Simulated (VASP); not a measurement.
# CsPbBr3 (Pm-3m) in VASP: a series of runs

Aim: see how the results for CsPbBr3 move with the level of theory and the settings. Levels: LDA, PBEsol, PBE. Tasks: single point.

All numbers are computed with VASP 6.6.1; they aren't measurements. Logs are shortened: lines on timing, memory, paths and dates and some standing lists are left out, and cuts for length are marked.

## (1) The cell of the first run

Symmetry: Pm-3m, No. 221, cubic system. The conventional cell has a = 5.784 Å, b = 5.784 Å, c = 5.784 Å, α = 90.00°, β = 90.00°, γ = 90.00°. Cs (site symmetry m-3m) has 12 Br at 4.09 Å and 8 Pb at 5.01 Å within 5.4 Å. Within 3.8 Å of Pb (site symmetry m-3m) lie 6 Br at 2.89 Å. Br (site symmetry 4/mmm) has 2 Pb at 2.89 Å within 3.8 Å.

## (2) Single point, LDA

Input file INCAR:

```
SYSTEM = CsPbBr3
PREC     = Accurate       ! precision mode
ENCUT    = 520            ! plane-wave cutoff, eV
EDIFF    = 1E-6           ! SCF threshold, eV
ISMEAR   = -1             ! smearing method
SIGMA    = 0.02           ! smearing width, eV
LREAL    = .FALSE.        ! projectors in reciprocal space
LASPH    = .TRUE.         ! aspherical terms in the spheres
NELM     = 60             ! most SCF steps
ALGO     = Normal         ! electronic algorithm
ISIF     = 2              ! what is computed and relaxed
LWAVE    = .FALSE.        ! write WAVECAR
LCHARG   = .TRUE.         ! write CHGCAR
LELF     = .TRUE.         ! ELF
LVHAR    = .TRUE.       
NBANDS   = 30             ! bands
```

Input file KPOINTS:

```
regular mesh
0
G
  4 4 4
  0 0 0
```

Input file POSCAR:

```
CsPbBr3
1.0
    5.7838438131      0.0000000000      0.0000000000
    0.0000000000      5.7838438131      0.0000000000
    0.0000000000      0.0000000000      5.7838438131
Cs Pb Br
1 1 3
Direct
    0.0000000000      0.0000000000      0.0000000000
    0.5000000000      0.5000000000      0.5000000000
    0.0000000000      0.5000000000      0.5000000000
    0.5000000000      0.0000000000      0.5000000000
    0.5000000000      0.5000000000      0.0000000000
```

Potentials or basis: VASP PAW LDA potentials, release 64 (Cs_sv, Pb_d, Br).

Run with:

```
cat potpaw_LDA.64/Cs_sv/POTCAR potpaw_LDA.64/Pb_d/POTCAR potpaw_LDA.64/Br/POTCAR > POTCAR
mpirun -np 1 vasp_std > vasp.out
```

OUTCAR:

```text
SYSTEM = CsPbBr3
   PREC = Accurate
   ENCUT = 520
   EDIFF = 1E-6
   ISMEAR = -1
   LREAL = .FALSE.
   LASPH = .TRUE.
   NELM = 60
   ISIF = 2

 ion  position               nearest neighbor table
   1  0.000  0.000  0.000-
   2  0.500  0.500  0.500-   3 2.89   4 2.89   5 2.89   5 2.89   4 2.89   3 2.89
   3  0.000  0.500  0.500-   2 2.89   2 2.89
   4  0.500  0.000  0.500-   2 2.89   2 2.89
   5  0.500  0.500  0.000-   2 2.89   2 2.89

  LATTYP: Found a simple cubic cell.
 ALAT       =     5.7838438131

  Lattice vectors:

 A1 = (   5.7838438131,   0.0000000000,   0.0000000000)
 A2 = (   0.0000000000,   5.7838438131,   0.0000000000)
 A3 = (   0.0000000000,   0.0000000000,   5.7838438131)

Analysis of symmetry for initial positions (statically):
=====================================================================
 Subroutine PRICEL returns:
 Original cell was already a primitive cell.

 Routine SETGRP: Setting up the symmetry group for a
 simple cubic supercell.

 Subroutine GETGRP returns: Found 48 space group operations
 (whereof 48 operations were pure point group operations)
 out of a pool of 48 trial point group operations.

The static configuration has the point symmetry O_h .

Analysis of symmetry for dynamics (positions and initial velocities):
=====================================================================
 Subroutine PRICEL returns:
 Original cell was already a primitive cell.

 Routine SETGRP: Setting up the symmetry group for a
 simple cubic supercell.

 Subroutine GETGRP returns: Found 48 space group operations
 (whereof 48 operations were pure point group operations)
 out of a pool of 48 trial point group operations.

The dynamic configuration has the point symmetry O_h .

 Subroutine INISYM returns: Found 48 space group operations
 (whereof 48 operations are pure point group operations),
 and found     1 'primitive' translations

----------------------------------------------------------------------------------------

                                     Primitive cell

  volume of cell :     193.4861

  direct lattice vectors                    reciprocal lattice vectors
     5.783843813  0.000000000  0.000000000     0.172895402  0.000000000  0.000000000
     0.000000000  5.783843813  0.000000000     0.000000000  0.172895402  0.000000000
     0.000000000  0.000000000  5.783843813     0.000000000  0.000000000  0.172895402

  length of vectors
     5.783843813  5.783843813  5.783843813     0.172895402  0.172895402  0.172895402

  position of ions in fractional coordinates (direct lattice)
     0.000000000  0.000000000  0.000000000
     0.500000000  0.500000000  0.500000000
     0.000000000  0.500000000  0.500000000
     0.500000000  0.000000000  0.500000000
     0.500000000  0.500000000  0.000000000

  ion indices of the primitive-cell ions
   primitive index   ion index
                 1           1
                 2           2
                 3           3
                 4           4
                 5           5

----------------------------------------------------------------------------------------

 KPOINTS: regular mesh

Automatic generation of k-mesh.
 Grid dimensions read from file:
 generate k-points for:    4    4    4

 Generating k-lattice:

  Cartesian coordinates                     Fractional coordinates (reciprocal lattice)
     0.043223850  0.000000000  0.000000000     0.250000000  0.000000000  0.000000000
     0.000000000  0.043223850  0.000000000     0.000000000  0.250000000  0.000000000
     0.000000000  0.000000000  0.043223850     0.000000000  0.000000000  0.250000000

  Length of vectors
     0.043223850  0.043223850  0.043223850

  Shift w.r.t. Gamma in fractional coordinates (k-lattice)
     0.000000000  0.000000000  0.000000000

 Subroutine IBZKPT returns following result:
 ===========================================

 Found     10 irreducible k-points:

 Following reciprocal coordinates:
            Coordinates               Weight
  0.000000  0.000000  0.000000      1.000000
  0.250000  0.000000  0.000000      6.000000
  0.500000  0.000000  0.000000      3.000000
  0.250000  0.250000  0.000000     12.000000
  0.500000  0.250000  0.000000     12.000000
  0.500000  0.500000  0.000000      3.000000
  0.250000  0.250000  0.250000      8.000000
  0.500000  0.250000  0.250000     12.000000
  0.500000  0.500000  0.250000      6.000000
  0.500000  0.500000  0.500000      1.000000
   k-points           NKPTS =     10   k-points in BZ     NKDIM =     10   number of bands    NBANDS=     30
   number of dos      NEDOS =    301   number of ions     NIONS =      5
   total plane-waves  NPLWV = 110592
   dimension x,y,z NGX =    48 NGY =   48 NGZ =   48
   dimension x,y,z NGXF=    96 NGYF=   96 NGZF=   96
   ions per type =               1   1   3
   NGX,Y,Z   is equivalent  to a cutoff of  13.80, 13.80, 13.80 a.u.
   NGXF,Y,Z  is equivalent  to a cutoff of  27.59, 27.59, 27.59 a.u.
 SYSTEM =  CsPbBr3
   PREC   = accura    normal or accurate (medium, high low for compatibility)
   ISTART =      0    job   : 0-new  1-cont  2-samecut
   ICHARG =      2    charge: 1-file 2-atom 10-const
   ISPIN  =      1    spin polarized calculation?
   LNONCOLLINEAR =      F non collinear calculations
   LSORBIT =      F    spin-orbit coupling
   LASPH  =      T    aspherical Exc in radial PAW
   ENCUT  =  520.0 eV  38.22 Ry    6.18 a.u.  10.75 10.75 10.75*2*pi/ulx,y,z
   NELM   =     60;   NELMIN=  2; NELMDL= -5     # of ELM steps
   EDIFF  = 0.1E-05   stopping-criterion for ELM
   LREAL  =      F    real-space projection
   EDIFFG = 0.1E-04   stopping-criterion for IOM
   NSW    =      0    number of steps for IOM
   IBRION =     -1    ionic relax: 0-MD 1-quasi-New 2-CG
   NFREE  =      0    steps in history (QN), initial steepest desc. (CG)
   ISIF   =      2    stress and relaxation
   ISYM   =      2    0-nonsym 1-usesym 2-fastsym
   POTIM  = 0.5000    time-step for ionic-motion
   TEBEG  =    0.0;   TEEND  =   0.0 temperature during run
   PSTRESS=    0.0 pullay stress
   NELECT =      44.0000    total number of electrons
   NUPDOWN=      -1.0000    fix difference up-down
   EMIN   =  10.00;   EMAX   =-10.00  energy-range for DOS
   EFERMI =   0.00;   METHOD = LEGACY
   ISMEAR =    -1;   SIGMA  =   0.02  broadening in eV -4-tet -1-fermi 0-gaus
   EFERMI_NEDOS =   21; number of points for ismear=-14 and -15
   IALGO  =     38    algorithm
   IMIX   =      4    mixing-type and parameters
     AMIX     =   0.40;   BMIX     =  1.00
     AMIX_MAG =   1.60;   BMIX_MAG =  1.00
  volume/ion in A,a.u.               =      38.70       261.14
  Fermi-wavevector in a.u.,A,eV,Ry     =   0.999254  1.888316 13.585530  0.998508
  Thomas-Fermi vector in A             =   2.131532
   LORBIT       =      0    0 simple, 1 ext, 2 COOP (PROOUT), +10 PAW based schemes
   GGA     = CA    functional components
   LHFCALC =     F    Hartree Fock is set to
   AEXX    =    0.0000 exact exchange contribution
   IVDW    =     0    specifies the selected vdW correction
   LEPSILON=     F    determine dielectric tensor
   LRPA    =     F    only Hartree local field effects (RPA)
 non-spin polarized calculation
  energy-cutoff  :      520.00
  volume of cell :      193.49
 maximum number of plane-waves:      5248
 NGX is ok and might be reduce to    48
   NGX = 21   NGY = 21   NGZ = 21

 number of electron      44.0000013 magnetization

 Free energy of the ion-electron system (eV)
  ---------------------------------------------------
  ext. energy  EPLUGINS =         0.00000000
  ---------------------------------------------------
  free energy    TOTEN  =       -17.80326891 eV

  energy without entropy =      -17.80326891  energy(sigma->0) =      -17.80326891

 E-fermi :   2.1530     XC(G=0):  -8.2413

 val. band max:        1.6970556881   @ k =   0.5000   0.5000   0.5000
 cond. band min:       2.8550132912   @ k =   0.5000   0.5000   0.5000
 fundamental gap:      1.1579576031
 Fermi energy:         2.1529860375

 k-point     1 :       0.0000    0.0000    0.0000
  band No.  band energies     occupation
      1     -19.9036      2.00000
      2     -15.3809      2.00000
      3     -15.3809      2.00000
      4     -15.1587      2.00000
      5     -15.1587      2.00000
      6     -15.1587      2.00000
[... 22 lines left out ...]
     29       7.6659      0.00000
     30       7.6659      0.00000

 k-point     2 :       0.2500    0.0000    0.0000
  band No.  band energies     occupation
      1     -19.9029      2.00000
      2     -15.3808      2.00000
      3     -15.3397      2.00000
      4     -15.1594      2.00000
      5     -15.1594      2.00000
      6     -15.1587      2.00000
[... 22 lines left out ...]
     29       6.4690      0.00000
     30       7.5255      0.00000

 k-point     3 :       0.5000    0.0000    0.0000
  band No.  band energies     occupation
      1     -19.9021      2.00000
      2     -15.3807      2.00000
      3     -15.2972      2.00000
      4     -15.1601      2.00000
      5     -15.1601      2.00000
      6     -15.1587      2.00000
[... 22 lines left out ...]
     29       6.8271      0.00000
     30       7.5251      0.00000

 k-point     4 :       0.2500    0.2500    0.0000
  band No.  band energies     occupation
      1     -19.9022      2.00000
      2     -15.3610      2.00000
      3     -15.3163      2.00000
      4     -15.1601      2.00000
      5     -15.1594      2.00000
      6     -15.1594      2.00000
[... 154 lines left out ...]
     29       7.0633      0.00000
     30       7.1174      0.00000

 k-point     9 :       0.5000    0.5000    0.2500
  band No.  band energies     occupation
      1     -19.9002      2.00000
      2     -15.2938      2.00000
      3     -15.2430      2.00000
      4     -15.1615      2.00000
      5     -15.1608      2.00000
      6     -15.1608      2.00000
[... 22 lines left out ...]
     29       6.7403      0.00000
     30       7.2867      0.00000

 k-point    10 :       0.5000    0.5000    0.5000
  band No.  band energies     occupation
      1     -19.8997      2.00000
      2     -15.2429      2.00000
      3     -15.2429      2.00000
      4     -15.1615      2.00000
      5     -15.1615      2.00000
      6     -15.1615      2.00000
[... 22 lines left out ...]
     29       6.4636      0.00000
     30       7.7689      0.00000

------------------------ aborting loop because EDIFF is reached ----------------------------------------

  FORCE on cell =-STRESS in cart. coord.  units (eV):
  Direction    XX          YY          ZZ          XY          YZ          ZX
  --------------------------------------------------------------------------------------
  -------------------------------------------------------------------------------------
  Total        0.0077904      0.0077904      0.0077904     -0.0000000     -0.0000000      0.0000000
  in kB        0.0645087      0.0645087      0.0645087     -0.0000000     -0.0000000      0.0000000
  external PRESSURE =       0.0645087 kB  Pullay stress =       0.0000000 kB

 VOLUME and BASIS-vectors are now :
 -----------------------------------------------------------------------------
  energy-cutoff  :      520.00
  volume of cell :      193.49
      direct lattice vectors                 reciprocal lattice vectors
     5.783843813  0.000000000  0.000000000     0.172895402  0.000000000  0.000000000
     0.000000000  5.783843813  0.000000000     0.000000000  0.172895402  0.000000000
     0.000000000  0.000000000  5.783843813     0.000000000  0.000000000  0.172895402

 POSITION                                       TOTAL-FORCE (eV/Angst)
 -----------------------------------------------------------------------------------
      0.00000      0.00000      0.00000         0.000000      0.000000      0.000000
      2.89192      2.89192      2.89192         0.000000      0.000000      0.000000
      0.00000      2.89192      2.89192         0.000000      0.000000      0.000000
      2.89192      0.00000      2.89192         0.000000      0.000000      0.000000
      2.89192      2.89192      0.00000         0.000000      0.000000      0.000000
 -----------------------------------------------------------------------------------
    total drift:                                0.000000     -0.000000     -0.000000

  FREE ENERGIE OF THE ION-ELECTRON SYSTEM (eV)
  ---------------------------------------------------
  free  energy   TOTEN  =       -17.8032689077 eV

  energy  without entropy=      -17.8032689077  energy(sigma->0) =      -17.80326891
```

Wall time 48 s (1 thread of Intel Xeon 8259CL, shared host); peak memory 0.28 GiB.

Results:

```yaml
Free_energy: -17.8033 eV
Pressure: 0.0 GPa
Band_gap_on_the_k_mesh: 1.16 eV
```

Levels at points of the mesh, in eV from the valence-band top:
| k point | band 19 | band 20 | band 21 | band 22 | band 23 | band 24 | band 25 | band 26 |
| --- | --- | --- | --- | --- | --- | --- | --- | --- |
| (0.00, 0.00, 0.00) | -2.48 | -2.33 | -2.33 | -2.33 | 2.43 | 3.53 | 3.53 | 4.36 |
| (0.50, 0.00, 0.00) | -2.64 | -2.47 | -2.47 | -1.60 | 2.33 | 3.98 | 4.57 | 4.67 |
| (0.50, 0.50, 0.00) | -2.74 | -2.54 | -1.95 | -0.79 | 1.79 | 1.79 | 4.67 | 4.74 |
| (0.50, 0.50, 0.50) | -1.93 | -1.93 | -1.93 | 0.00 | 1.16 | 1.16 | 1.16 | 3.96 |

Caveat: spin-orbit coupling is left out, which moves the levels of the heavy elements. A k mesh can miss the band edges.

## (3) Single point, PBEsol

This run uses another cell than the first one, of 40.71 Å³/atom.

Input file INCAR:

```
PREC = Accurate
ENCUT = 520
EDIFF = 1E-6
ISMEAR = -1
SIGMA = 0.02
LREAL = F
LASPH = T
NELM = 80
ALGO = Normal
ISIF = 2
LWAVE = F
LCHARG = F
GGA = PS
NBANDS = 30
```

Input file KPOINTS:

```
Automatic mesh
0
Gamma
  4 4 4
```

POSCAR, as its differences from that of step 2:

```diff
@@ -2,5 +2,5 @@
 1.0
-    5.7838438131      0.0000000000      0.0000000000
-    0.0000000000      5.7838438131      0.0000000000
-    0.0000000000      0.0000000000      5.7838438131
+    5.8822152814      0.0000000000      0.0000000000
+    0.0000000000      5.8822152814      0.0000000000
+    0.0000000000      0.0000000000      5.8822152814
 Cs Pb Br
```

Potentials or basis: VASP PAW PBE potentials, release 64 (Cs_sv, Pb_d, Br).

Run with:

```
cat potpaw_PBE.64/Cs_sv/POTCAR potpaw_PBE.64/Pb_d/POTCAR potpaw_PBE.64/Br/POTCAR > POTCAR
mpirun -np 1 vasp_std > vasp.out
```

Wall time 49 s (1 thread of Intel Xeon 8259CL, shared host); peak memory 0.34 GiB.

It converged, with:

* Free energy: -16.7745 eV
* Pressure: 0.0 GPa
* Band gap on the k mesh: 1.45 eV

Levels at points of the mesh, in eV from the valence-band top:
```tsv
k point	band 20	band 21	band 22	band 23	band 24	band 25
(0.00, 0.00, 0.00)	-2.01	-2.01	-2.01	2.91	4.06	4.06
(0.50, 0.00, 0.00)	-2.12	-2.12	-1.42	2.50	4.38	4.96
(0.50, 0.50, 0.00)	-2.24	-1.65	-0.70	2.01	2.01	4.80
(0.50, 0.50, 0.50)	-1.63	-1.63	0.00	1.45	1.45	1.45
```

Caveat: the PAW data sets were made with another functional, which shifts forces and pressure a little; spin-orbit coupling is left out, which moves the levels of the heavy elements.

## (4) Single point, PBE

This run uses another cell than the first one, of 43.42 Å³/atom.

INCAR, as its differences from that of step 3:

```diff
@@ -7,3 +7,3 @@
 LASPH = T
-NELM = 80
+NELM = 100
 ALGO = Normal
@@ -12,3 +12,3 @@
 LCHARG = F
-GGA = PS
+GGA = PE
 NBANDS = 30
```

KPOINTS is that of step 3.

POSCAR, as its differences from that of step 3:

```diff
@@ -2,5 +2,5 @@
 1.0
-    5.8822152814      0.0000000000      0.0000000000
-    0.0000000000      5.8822152814      0.0000000000
-    0.0000000000      0.0000000000      5.8822152814
+    6.0103576287      0.0000000000      0.0000000000
+    0.0000000000      6.0103576287      0.0000000000
+    0.0000000000      0.0000000000      6.0103576287
 Cs Pb Br
```

Run with:

```
cat potpaw_PBE.64/Cs_sv/POTCAR potpaw_PBE.64/Pb_d/POTCAR potpaw_PBE.64/Br/POTCAR > POTCAR
mpirun -np 1 vasp_std > vasp.out
```

Wall time 51 s (1 thread of Intel Xeon 8259CL, shared host); peak memory 0.35 GiB.

It converged, with:

```
Free energy            : -15.8734 eV
Pressure               : 0.0 GPa
Band gap on the k mesh : 1.79 eV
```

Levels at points of the mesh, in eV from the valence-band top:
```tsv
k point	band 18	band 19	band 20	band 21	band 22	band 23	band 24	band 25	band 26	band 27
(0.00, 0.00, 0.00)	-1.70	-1.70	-1.61	-1.61	-1.61	3.32	4.52	4.52	5.25	5.25
(0.50, 0.00, 0.00)	-1.83	-1.81	-1.69	-1.69	-1.20	2.70	4.70	5.30	5.30	5.32
(0.50, 0.50, 0.00)	-1.89	-1.89	-1.88	-1.28	-0.59	2.27	2.27	4.92	5.45	5.75
(0.50, 0.50, 0.50)	-1.87	-1.27	-1.27	-1.27	0.00	1.79	1.79	1.79	4.81	5.49
```

Caveat: spin-orbit coupling is left out, which moves the levels of the heavy elements. A k mesh can miss the band edges.

## (5) Summary

| level | potentials or basis | cell | gap on the mesh (eV) | pressure (GPa) |
| --- | --- | --- | --- | --- |
| LDA | VASP PAW LDA potentials, release 64 (Cs_sv, Pb_d, Br) | a = 5.784 Å, 5 atoms | 1.16 | 0.0 |
| PBEsol | VASP PAW PBE potentials, release 64 (Cs_sv, Pb_d, Br) | a = 5.882 Å, 5 atoms | 1.45 | 0.0 |
| PBE | VASP PAW PBE potentials, release 64 (Cs_sv, Pb_d, Br) | a = 6.010 Å, 5 atoms | 1.79 | 0.0 |

Alike in all rows: task single point; no spin polarisation; k mesh 4 × 4 × 4; cutoff (eV) 520; smearing fermi-dirac 0.02 eV.

Caveats: spin-orbit coupling is left out, which moves the levels of the heavy elements; the PAW data sets were made with another functional, which shifts forces and pressure a little (at least some runs).

Absolute energies hang on the potentials; compare differences alone.
